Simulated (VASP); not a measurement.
A run of VASP 6.6.1 is set up as follows.

Contents of INCAR:

```
SYSTEM = YAgC4N4
ALGO     = Normal         ! electronic algorithm
EDIFF    = 1E-6           ! SCF threshold, eV
EDIFFG   = -0.04          ! ionic threshold
ENCUT    = 600            ! plane-wave cutoff, eV
GGA      = PE             ! functional
IBRION   = 2              ! ionic algorithm
ISIF     = 3              ! what is computed and relaxed
ISMEAR   = 0              ! smearing method
LASPH    = .TRUE.         ! aspherical terms in the spheres
LCHARG   = .FALSE.        ! write CHGCAR
LREAL    = .FALSE.        ! projectors in reciprocal space
LWAVE    = .FALSE.        ! write WAVECAR
NELM     = 60             ! most SCF steps
NSW      = 90             ! ionic steps
PREC     = Accurate       ! precision mode
SIGMA    = 0.1            ! smearing width, eV
```

Contents of KPOINTS:

```
k-points
0
G
  4 4 4
  0 0 0
```

POSCAR

```
YAgC4N4
1.0
    6.2307641100      0.0000000000      0.0000000000
    0.0000000000      6.2307641100      0.0000000000
    0.0000000000      0.0000000000      6.2307641100
Y Ag C N
1 1 4 4
Direct
    0.0000000000      0.0000000000      0.0000000000
    0.5000000000      0.5000000000      0.5000000000
    0.1951445500      0.1951445500      0.1951445500
    0.1951445500      0.8048554500      0.8048554500
    0.8048554500      0.1951445500      0.8048554500
    0.8048554500      0.8048554500      0.1951445500
    0.3035581900      0.3035581900      0.3035581900
    0.3035581900      0.6964418100      0.6964418100
    0.6964418100      0.3035581900      0.6964418100
    0.6964418100      0.6964418100      0.3035581900
```

Potentials or basis: VASP PAW PBE potentials, release 64 (Y_sv, Ag, C, N).

The run is started by

```bash
$ cat potpaw_PBE.64/Y_sv/POTCAR potpaw_PBE.64/Ag/POTCAR potpaw_PBE.64/C/POTCAR potpaw_PBE.64/N/POTCAR > POTCAR
$ mpirun -np 1 vasp_std > vasp.out
```

**Question.** Predict the relaxed cell.

**Answer.** a = 6.683 Å, b = 6.683 Å, c = 6.683 Å, α = 90.00°, β = 90.00°, γ = 90.00°.

**Question.** Estimate the band gap on the k mesh.

**Answer.** 2.71 eV (least direct gap 2.73 eV).

**Question.** Predict the relaxed volume.

**Answer.** 29.85 Å³/atom.

The path:
| step | energy change (eV) | largest force (eV/Å) | pressure (GPa) | volume (Å³) |
| --- | --- | --- | --- | --- |
| 1 | 0.0000 | 3.8692 | 9.47 | 241.89 |
| 2 | 3.9745 | 25.7511 | 17.52 | 295.50 |
| 3 | -0.8430 | 6.3508 | 10.77 | 257.72 |
| 4 | -1.7823 | 3.3879 | 5.23 | 275.98 |
| 5 | -2.0428 | 1.3066 | -2.22 | 314.24 |
| 6 | -2.1555 | 0.2398 | -0.14 | 301.07 |
| 7 | -2.1567 | 0.3569 | 0.10 | 299.70 |
| 8 | -2.1592 | 0.0699 | 0.01 | 298.71 |
| 9 | -2.1593 | 0.0241 | -0.01 | 298.48 |

Caveat: the volume moved by over 15 % at a fixed basis, so the end points are rough. A k mesh can miss the band edges.
